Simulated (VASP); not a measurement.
# SnO (P4/nmm) in VASP: electric field gradients with PBEsol

Aim: the electric field gradients of SnO with PBEsol.

Program: VASP 6.6.1. These are calculated values, not measurements. Logs are shortened: lines on timing, memory, paths and dates and some standing lists are left out, and cuts for length are marked.

### 1 The cell of the first run

The structure is tetragonal, space group P4/nmm (No. 129). Conventional cell: a = 3.801 Å, b = 3.801 Å, c = 4.735 Å, α = 90.00°, β = 90.00°, γ = 90.00°. Within 2.9 Å of Sn (site symmetry 4mm) lie 4 O at 2.22 Å. Within 2.9 Å of O (site symmetry -4m2) lie 4 Sn at 2.22 Å and 4 O at 2.69 Å.

### 2 Electric field gradients, PBEsol

File INCAR:

```
SYSTEM = SnO
PREC = Accurate
ENCUT = 520
EDIFF = 1E-8
ISMEAR = -1
SIGMA = 0.15
LREAL = .False.
LASPH = .True.
NELM = 60
ALGO = Normal
ISIF = 2
LWAVE = .False.
LCHARG = .False.
GGA = PS
LEFG = .True.
NBANDS = 28
```

File KPOINTS:

```
Automatic mesh
0
Gamma
  12 12 10
  0 0 0
```

File POSCAR:

```
SnO
1.0
    3.8008432198      0.0000000000      0.0000000000
    0.0000000000      3.8008432198      0.0000000000
    0.0000000000      0.0000000000      4.7352434070
Sn O
2 2
Direct
    0.0000000000      0.5000000000      0.2439012622
    0.5000000000      0.0000000000      0.7560987378
    0.0000000000      0.0000000000      0.0000000000
    0.5000000000      0.5000000000      0.0000000000
```

Potentials or basis: VASP PAW PBE potentials, release 64 (Sn_d, O).

Started as:

```sh
> cat potpaw_PBE.64/Sn_d/POTCAR potpaw_PBE.64/O/POTCAR > POTCAR
> mpirun -np 1 vasp_std > vasp.out
```

OUTCAR:

```text
SYSTEM = SnO
   PREC = Accurate
   ENCUT = 520
   EDIFF = 1E-8
   ISMEAR = -1
   LREAL = .False.
   LASPH = .True.
   NELM = 60
   ISIF = 2
   GGA = PS

 ion  position               nearest neighbor table
   1  0.000  0.500  0.244-   3 2.22   4 2.22   3 2.22   4 2.22   2 3.54   2 3.54   2 3.54   2 3.54
                             2 3.62   2 3.62   2 3.62   2 3.62
   2  0.500  0.000  0.756-   3 2.22   4 2.22   4 2.22   3 2.22   1 3.54   1 3.54   1 3.54   1 3.54
                             1 3.62   1 3.62   1 3.62   1 3.62
   3  0.000  0.000  0.000-   1 2.22   2 2.22   1 2.22   2 2.22
   4  0.500  0.500  0.000-   1 2.22   2 2.22   2 2.22   1 2.22

  LATTYP: Found a simple tetragonal cell.
 ALAT       =     3.8008432198
 C/A-ratio  =     1.2458402342

  Lattice vectors:

 A1 = (   3.8008432198,   0.0000000000,   0.0000000000)
 A2 = (   0.0000000000,   3.8008432198,   0.0000000000)
 A3 = (   0.0000000000,   0.0000000000,   4.7352434070)

Analysis of symmetry for initial positions (statically):
=====================================================================
 Subroutine PRICEL returns:
 Original cell was already a primitive cell.

 Routine SETGRP: Setting up the symmetry group for a
 simple tetragonal supercell.

 Subroutine GETGRP returns: Found 16 space group operations
 (whereof  8 operations were pure point group operations)
 out of a pool of 16 trial point group operations.

The static configuration has the point symmetry D_2d.
 The point group associated with its full space group is D_4h.

Analysis of symmetry for dynamics (positions and initial velocities):
=====================================================================
 Subroutine PRICEL returns:
 Original cell was already a primitive cell.

 Routine SETGRP: Setting up the symmetry group for a
 simple tetragonal supercell.

 Subroutine GETGRP returns: Found 16 space group operations
 (whereof  8 operations were pure point group operations)
 out of a pool of 16 trial point group operations.

The dynamic configuration has the point symmetry D_2d.
 The point group associated with its full space group is D_4h.

 Subroutine INISYM returns: Found 16 space group operations
 (whereof  8 operations are pure point group operations),
 and found     1 'primitive' translations

----------------------------------------------------------------------------------------

                                     Primitive cell

  volume of cell :      68.4073

  direct lattice vectors                    reciprocal lattice vectors
     3.800843220  0.000000000  0.000000000     0.263099513  0.000000000  0.000000000
     0.000000000  3.800843220  0.000000000     0.000000000  0.263099513  0.000000000
     0.000000000  0.000000000  4.735243407     0.000000000  0.000000000  0.211182386

  length of vectors
     3.800843220  3.800843220  4.735243407     0.263099513  0.263099513  0.211182386

  position of ions in fractional coordinates (direct lattice)
     0.000000000  0.500000000  0.243901262
     0.500000000  0.000000000  0.756098738
     0.000000000  0.000000000  0.000000000
     0.500000000  0.500000000  0.000000000

  ion indices of the primitive-cell ions
   primitive index   ion index
                 1           1
                 2           2
                 3           3
                 4           4

----------------------------------------------------------------------------------------

 KPOINTS: Automatic mesh

Automatic generation of k-mesh.
 Grid dimensions read from file:
 generate k-points for:   12   12   10

 Generating k-lattice:

  Cartesian coordinates                     Fractional coordinates (reciprocal lattice)
     0.021924959  0.000000000  0.000000000     0.083333333  0.000000000  0.000000000
     0.000000000  0.021924959  0.000000000     0.000000000  0.083333333  0.000000000
     0.000000000  0.000000000  0.021118239     0.000000000  0.000000000  0.100000000

  Length of vectors
[... 38 lines left out ...]
   number of dos      NEDOS =    301   number of ions     NIONS =      4
   total plane-waves  NPLWV =  28224
   dimension x,y,z NGX =    28 NGY =   28 NGZ =   36
   dimension x,y,z NGXF=    56 NGYF=   56 NGZF=   72
   ions per type =               2   2
   NGX,Y,Z   is equivalent  to a cutoff of  12.25, 12.25, 12.64 a.u.
   NGXF,Y,Z  is equivalent  to a cutoff of  24.49, 24.49, 25.28 a.u.
 SYSTEM =  SnO
   PREC   = accura    normal or accurate (medium, high low for compatibility)
   ISTART =      0    job   : 0-new  1-cont  2-samecut
   ICHARG =      2    charge: 1-file 2-atom 10-const
   ISPIN  =      1    spin polarized calculation?
   LNONCOLLINEAR =      F non collinear calculations
   LSORBIT =      F    spin-orbit coupling
   LASPH  =      T    aspherical Exc in radial PAW
   ENCUT  =  520.0 eV  38.22 Ry    6.18 a.u.   7.07  7.07  8.80*2*pi/ulx,y,z
   NELM   =     60;   NELMIN=  2; NELMDL= -5     # of ELM steps
   EDIFF  = 0.1E-07   stopping-criterion for ELM
   LREAL  =      F    real-space projection
   EDIFFG = 0.1E-06   stopping-criterion for IOM
   NSW    =      0    number of steps for IOM
   IBRION =     -1    ionic relax: 0-MD 1-quasi-New 2-CG
   NFREE  =      0    steps in history (QN), initial steepest desc. (CG)
   ISIF   =      2    stress and relaxation
   ISYM   =      2    0-nonsym 1-usesym 2-fastsym
   POTIM  = 0.5000    time-step for ionic-motion
   TEBEG  =    0.0;   TEEND  =   0.0 temperature during run
   PSTRESS=    0.0 pullay stress
   NELECT =      40.0000    total number of electrons
   NUPDOWN=      -1.0000    fix difference up-down
   EMIN   =  10.00;   EMAX   =-10.00  energy-range for DOS
   EFERMI =   0.00;   METHOD = LEGACY
   ISMEAR =    -1;   SIGMA  =   0.15  broadening in eV -4-tet -1-fermi 0-gaus
   EFERMI_NEDOS =   21; number of points for ismear=-14 and -15
   IALGO  =     38    algorithm
   IMIX   =      4    mixing-type and parameters
     AMIX     =   0.40;   BMIX     =  1.00
     AMIX_MAG =   1.60;   BMIX_MAG =  1.00
  volume/ion in A,a.u.               =      17.10       115.41
  Fermi-wavevector in a.u.,A,eV,Ry     =   1.368970  2.586979 25.498409  1.874080
  Thomas-Fermi vector in A             =   2.494887
   LORBIT       =      0    0 simple, 1 ext, 2 COOP (PROOUT), +10 PAW based schemes
   GGA     = PS    functional components
   LHFCALC =     F    Hartree Fock is set to
   AEXX    =    0.0000 exact exchange contribution
   IVDW    =     0    specifies the selected vdW correction
   LEPSILON=     F    determine dielectric tensor
   LRPA    =     F    only Hartree local field effects (RPA)
 non-spin polarized calculation
  energy-cutoff  :      520.00
  volume of cell :       68.41
 maximum number of plane-waves:      1858
   NGX = 15   NGY = 15   NGZ = 17

 number of electron      39.9999995 magnetization

 Free energy of the ion-electron system (eV)
  ---------------------------------------------------
  ext. energy  EPLUGINS =         0.00000000
  ---------------------------------------------------
  free energy    TOTEN  =       -24.22173830 eV

  energy without entropy =      -24.20507789  energy(sigma->0) =      -24.21340809

 E-fermi :   7.4234     XC(G=0): -10.6301

 val. band max:        7.3176081948   @ k =   0.5000   0.5000   0.1000
 cond. band min:       7.4706960966   @ k =   0.4167   0.4167   0.0000
 fundamental gap:      0.1530879018
 Fermi energy:         7.4233688454

 k-point     1 :       0.0000    0.0000    0.0000
  band No.  band energies     occupation
      1     -14.6553      2.00000
      2     -14.2135      2.00000
      3     -14.2135      2.00000
      4     -14.2010      2.00000
      5     -14.1597      2.00000
      6     -14.1590      2.00000
[... 733 lines left out ...]
     27      14.7862      0.00000
     28      15.2566      0.00000

 [... further k-points ...]
[... 5 lines left out ...]
  --------------------------------------------------------------------------------------
  -------------------------------------------------------------------------------------
  Total        0.1009933      0.1009933      0.1087782      0.0000000      0.0000000      0.0000000
  in kB        2.3653811      2.3653811      2.5477116      0.0000000      0.0000000      0.0000000
  external PRESSURE =       2.4261579 kB  Pullay stress =       0.0000000 kB

 VOLUME and BASIS-vectors are now :
 -----------------------------------------------------------------------------
  energy-cutoff  :      520.00
  volume of cell :       68.41
      direct lattice vectors                 reciprocal lattice vectors
     3.800843220  0.000000000  0.000000000     0.263099513  0.000000000  0.000000000
     0.000000000  3.800843220  0.000000000     0.000000000  0.263099513  0.000000000
     0.000000000  0.000000000  4.735243407     0.000000000  0.000000000  0.211182386

 POSITION                                       TOTAL-FORCE (eV/Angst)
 -----------------------------------------------------------------------------------
      0.00000      1.90042      1.15493         0.000000      0.000000      0.085850
      1.90042      0.00000      3.58031        -0.000000      0.000000     -0.085850
      0.00000      0.00000      0.00000        -0.000000      0.000000      0.000000
      1.90042      1.90042      0.00000        -0.000000     -0.000000      0.000000
 -----------------------------------------------------------------------------------
    total drift:                                0.000000      0.000000      0.000000

  FREE ENERGIE OF THE ION-ELECTRON SYSTEM (eV)
  ---------------------------------------------------
  free  energy   TOTEN  =       -24.2217382974 eV

  energy  without entropy=      -24.2050778911  energy(sigma->0) =      -24.21340809

 Electric field gradients (V/A^2)
---------------------------------------------------------------------
 ion       V_xx      V_yy      V_zz      V_xy      V_xz      V_yz
---------------------------------------------------------------------
   1      78.961    78.961  -157.921     0.000    -0.000     0.000
   2      78.961    78.961  -157.921     0.000     0.000    -0.000
   3      -1.496    -1.496     2.993    -0.000     0.000     0.000
   4      -1.496    -1.496     2.993    -0.000    -0.000     0.000
---------------------------------------------------------------------

 Electric field gradients after diagonalization (V/A^2)
 (convention: |V_zz| > |V_xx| > |V_yy|)
----------------------------------------------------------------------
 ion       V_xx      V_yy      V_zz     asymmetry (V_yy - V_xx)/ V_zz
----------------------------------------------------------------------
   1      78.961    78.961  -157.921       0.000
   2      78.961    78.961  -157.921       0.000
   3      -1.496    -1.496     2.993       0.000
   4      -1.496    -1.496     2.993       0.000
----------------------------------------------------------------------

           NMR quadrupolar parameters

 Cq : quadrupolar parameter    Cq=e*Q*V_zz/h
 eta: asymmetry parameters     (V_yy - V_xx)/ V_zz
 Q  : nuclear electric quadrupole moment in mb (millibarn)
----------------------------------------------------------------------
 ion       Cq(MHz)       eta       Q (mb)
----------------------------------------------------------------------
   1      -0.382       0.000       1.000
   2      -0.382       0.000       1.000
   3       0.007       0.000       1.000
   4       0.007       0.000       1.000
----------------------------------------------------------------------
```

Wall time 4.3 min (1 thread of AMD EPYC 7R13, shared host); peak memory 0.36 GiB.

What came out:

| Item | Value |
| --- | --- |
| Free energy | -24.2217 eV |
| Pressure | 0.2 GPa |
| Largest force | 0.086 eV/Å |
| Band gap on the k mesh | zero (bands 20 and 21 overlap by 0.15 eV) |
| Largest electric field gradient by atom | Sn -157.9; O +3.0 V/Å² |

Forces on the atoms (eV/Å):
```
Sn   0.000  0.000  0.086
Sn   0.000  0.000 -0.086
O    0.000  0.000  0.000
O    0.000  0.000  0.000
```

Electric field gradients, principal values (V/Å²):
```tsv
atom	least	middle	greatest (by size)
1 Sn	78.961	78.961	-157.921
2 Sn	78.961	78.961	-157.921
3 O	-1.496	-1.496	2.993
4 O	-1.496	-1.496	2.993
```

Caveat: semilocal functionals underestimate gaps, and a narrow one can read as zero; without QUAD_EFG the Cq values of the log hold for a quadrupole moment of 1 mb, not for the nuclei; the PAW data sets were made with another functional, which shifts forces and pressure a little; spin-orbit coupling is left out, which moves the levels of the heavy elements.

The gap in the log of VASP goes by the Fermi energy; the results here count the filled bands.